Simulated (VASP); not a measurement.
Wanted: the native input for a VASP 6.6.1 run.

```
Task                   : single point
Functional             : PBEsol
Potentials or basis    : VASP PAW PBE potentials, release 64 (Rb_sv, H)
Cutoff                 : 520 eV
k mesh                 : 1 × 1 × 1
Occupations            : fermi-dirac, width 0.05 eV
Spin                   : no spin polarisation
Dipole correction      : no
Further INCAR settings : LREAL = Auto; ALGO = Normal; EDIFF = 1e-06; NBANDS = 86
```

The structure of Rb16H (a cell with a defect) lies in POSCAR:

```
Rb16H
1.0
   11.1800000000      0.0000000000      0.0000000000
    0.0000000000     11.1800000000      0.0000000000
    0.0000000000      0.0000000000     11.1800000000
Rb H
16 1
Direct
   -0.0189355993     -0.0126028623      0.0106440072
    0.4685778175      0.0057960644      0.0142128801
   -0.0122808587      0.5234347048      0.0280053667
    0.0567441860     -0.0135241503      0.4590429338
    0.2476833631      0.2806171735      0.2352146691
    0.5136046512      0.5040161002     -0.0124418605
    0.4547584973      0.0099284436      0.4806529517
    0.7377817531      0.2395617174      0.2286493739
   -0.0122361360      0.4400178891      0.5169141324
    0.2475223614      0.7649284436      0.3099642218
    0.2597942755      0.2387298748      0.7645080501
    0.5307513417      0.4772093023      0.5101788909
    0.7436493739      0.7893112701      0.2570751342
    0.7703667263      0.2297137746      0.7668336315
    0.2430232558      0.7525134168      0.6953398927
    0.7695169946      0.7701341682      0.7368425760
    0.2602862254      0.8658586762      0.5359212880
```

One way to write it, as run:

INCAR

```
SYSTEM = Rb16H
  PREC = Accurate
  ENCUT = 520
  EDIFF = 1E-6
  ISMEAR = -1
  SIGMA = 0.05
  LREAL = Auto
  LASPH = .TRUE.
  NELM = 60
  ALGO = Normal
  ISIF = 2
  LWAVE = .FALSE.
  LCHARG = .FALSE.
  GGA = PS
  NBANDS = 86
```

KPOINTS

```
Automatic mesh
0
G
  1 1 1
  0 0 0
```

Potentials or basis: VASP PAW PBE potentials, release 64 (Rb_sv, H).

Run with:

```bash
$ cat potpaw_PBE.64/Rb_sv/POTCAR potpaw_PBE.64/H/POTCAR > POTCAR
$ mpirun -np 1 vasp_gam > vasp.out
```

Results of the run:

```json
{
  "Pressure": "0.1 GPa",
  "Largest force": "1.302 eV/Å",
  "Band gap on the k mesh": "zero (an odd number of electrons rules out a gap without spin polarisation)"
}
```

Caveat: the k points lie up to 0.56 Å⁻¹ apart, too coarse for converged energies and pressures of a metal; the PAW data sets were made with another functional, which shifts forces and pressure a little.

It took 2.1 min on 1 thread of Intel(R) Xeon(R) 6975P-C (Granite Rapids) (shared host), peak memory 1 GiB.
